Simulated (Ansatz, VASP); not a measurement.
## One calculation of Ga3Se, two programs

```
Se Ga
1.0
     4.43246    0.00000    0.00000
     0.00000    4.43246    0.00000
     0.00000    0.00000    4.43246
Se Ga
1 3
Direct
  0.00000 0.00000 0.00000
  0.50000 0.50000 0.00000
  0.50000 0.00000 0.50000
  0.00000 0.50000 0.50000
```

Alike in both runs: task relaxation of cell and atoms; functional PBE; k mesh 6 × 6 × 6; occupations fermi-dirac, width 0.05 eV; no spin polarisation.

```csv
,VASP,Ansatz
version,VASP 6.6.1,Ansatz 0.2.0
potentials or method,"VASP PAW PBE potentials, release 64 (Se, Ga_d)",Ansatz PAW
plane-wave cutoff (eV),600,420
valence electrons in the cell,45,55
```

Ansatz gave:

* gap on the k mesh at the Fermi level, each at its own relaxed structure (eV): none
* relaxed volume (Å³/atom): 21.45
* relaxed cell length with the largest relative difference (Å): 4.411

Question: What did VASP give for the same quantities?

Answer: gap on the k mesh at the Fermi level, each at its own relaxed structure (eV): none; relaxed volume (Å³/atom): 21.47; relaxed cell length with the largest relative difference (Å): 4.412.

A gap of «none» marks a metal or a gap that the smearing closes. VASP's potentials hold 45 valence electrons a cell and Ansatz's 55, so a difference there can come from the potentials and not from the codes.

Noted on Ansatz's run: the plane-wave basis is chosen anew once the cell has moved, so the energies of steps on either side of that aren't comparable.
